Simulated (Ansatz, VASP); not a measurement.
## Rh: VASP beside Ansatz

The input INCAR:

```
PREC = Accurate ; ENCUT = 520
EDIFF = 1E-6 ; ISMEAR = -1
SIGMA = 0.1 ; LREAL = False
LASPH = True ; NELM = 100
ALGO = Normal ; ISIF = 2
LWAVE = False ; LCHARG = False
GGA = PE ; NBANDS = 14
```

Contents of KPOINTS:

```
Automatic mesh
0
Gamma
  14 14 14
```

File POSCAR:

```
Rh
1.0
    0.0000000000      1.9160595532      1.9160595532
    1.9160595532      0.0000000000      1.9160595532
    1.9160595532      1.9160595532      0.0000000000
Rh
1
Direct
    0.0000000000      0.0000000000      0.0000000000
```

Input for Ansatz:

```yaml
crystal:
  lattice:
    - [0.0, 1.9160595532, 1.9160595532]
    - [1.9160595532, 0.0, 1.9160595532]
    - [1.9160595532, 1.9160595532, 0.0]
  atoms:
    - { symbol: Rh, position: [0.0, 0.0, 0.0] }
hamiltonian:
  xc: pbe
  pseudopotentials:
    kind: paw
    azcp:
      Rh: "pseudopotentials/Rh.paw.azcp"
basis:
  ecutwfc: 420
  fft_grid_basis: typed
kpoints:
  mp_grid: { grid: [14, 14, 14], shift: [0, 0, 0] }
magnetization:
  spin_polarized: false
scf:
  occupations: { method: fermi_dirac, width: 0.1 }
  lower_state_search: "off"
output:
  stress: true
```

Alike in both runs: task single point; functional PBE; k mesh 14 × 14 × 14; occupations fermi-dirac, width 0.1 eV; no spin polarisation.

|  | VASP | Ansatz |
| --- | --- | --- |
| version | VASP 6.6.1 | Ansatz 0.2.0 |
| potentials or method | VASP PAW PBE potentials, release 64 (Rh_pv), cutoff 520 eV | plane waves (420 eV) with PAW, scalar-relativistic |
| valence electrons in the cell | 15 | 17 |

```tsv
	VASP	Ansatz	Ansatz less VASP
pressure (GPa)	0.0	0.0	-0.03
```

The functional is the same, so the differences come from potentials, cutoffs and numerics. VASP's potentials hold 15 valence electrons a cell and Ansatz's 17, so a difference there can come from the potentials and not from the codes.
